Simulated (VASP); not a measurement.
Set up this calculation in VASP 6.6.1, as the native input.

| Property | Result |
| --- | --- |
| Task | single point |
| Functional | PBE |
| Potentials or basis | VASP PAW PBE potentials, release 64 (K_sv, Na_pv, B, Cl) |
| Cutoff | 520 eV |
| k mesh | 4 × 4 × 2 |
| Occupations | gaussian, width 0.1 eV |
| Spin | no spin polarisation |
| Dipole correction | no |
| Further INCAR settings | ALGO = Normal; EDIFF = 1e-06; NBANDS = 46 |

The structure of K2NaBCl6 lies in POSCAR:

```
K2NaBCl6
1.0
    5.3728813408      0.0000000000      0.0000000000
    0.0000000000      5.3728813408      0.0000000000
    0.0000000000      0.0000000000      9.1155097221
K Na B Cl
2 1 1 6
Direct
    0.5000000000      0.5000000000      0.2558757383
    0.5000000000      0.5000000000      0.7441242617
    0.0000000000      0.0000000000      0.5000000000
    0.0000000000      0.0000000000      0.0000000000
    0.5000000000      0.0000000000      0.0000000000
    0.5000000000      0.0000000000      0.5000000000
    0.0000000000      0.5000000000      0.0000000000
    0.0000000000      0.5000000000      0.5000000000
    0.0000000000      0.0000000000      0.1872963903
    0.0000000000      0.0000000000      0.8127036097
```

The input as run:

INCAR

```
ALGO = Normal ; EDIFF = 1E-6
ENCUT = 520 ; GGA = PE
ISIF = 2 ; ISMEAR = 0
LASPH = True ; LCHARG = False
LREAL = False ; LWAVE = False
NBANDS = 46 ; NELM = 80
PREC = Accurate ; SIGMA = 0.1
```

KPOINTS

```
k-points
0
Gamma
  4 4 2
```

Potentials or basis: VASP PAW PBE potentials, release 64 (K_sv, Na_pv, B, Cl).

Launch:

```sh
$ cat potpaw_PBE.64/K_sv/POTCAR potpaw_PBE.64/Na_pv/POTCAR potpaw_PBE.64/B/POTCAR potpaw_PBE.64/Cl/POTCAR > POTCAR
$ mpirun -np 1 vasp_std > vasp.out
```

Results of the run:

The pressure is 0.0 GPa. The largest force is 0.104 eV/Å and the band gap on the k mesh is 2.62 eV.

It took 3.9 min on 1 thread of AMD EPYC 7R43 64-Core Processor (Zen 3) (shared host), peak memory 0.35 GiB.
